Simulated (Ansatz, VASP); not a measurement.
**Rh in VASP and in Ansatz**

```
Rh
1.0
     2.68927    0.00000    0.00000
    -1.34464    2.32898    0.00000
     0.00000    0.00000    4.33388
Rh
2
Direct
  0.66667 0.33333 0.75000
  0.33333 0.66667 0.25000
```

Alike in both runs: functional PBEsol; k mesh 18 × 18 × 10; occupations fermi-dirac, width 0.1 eV; no spin polarisation.

Ansatz relaxed the structure, and its values are those at the end. VASP's run is a single point on that final structure, the one shown.

|  | VASP | Ansatz |
| --- | --- | --- |
| version | VASP 6.6.1 | Ansatz 0.2.0 |
| potentials or method | VASP PAW PBE potentials, release 64 (Rh_pv), cutoff 520 eV | plane waves, PAW |
| valence electrons in the cell | 30 | 34 |

VASP gave:

| Quantity | Value |
| --- | --- |
| pressure (GPa) | -0.1 |

Q: Estimate Ansatz's values.

A: Pressure (GPa): 0.0.

VASP's potentials were made for PBE, not for PBEsol. The functional is the same, so the differences come from potentials, cutoffs and numerics. VASP's potentials hold 30 valence electrons a cell and Ansatz's 34, so a difference there can come from the potentials and not from the codes. Ansatz's warnings: stress scf threshold loose.
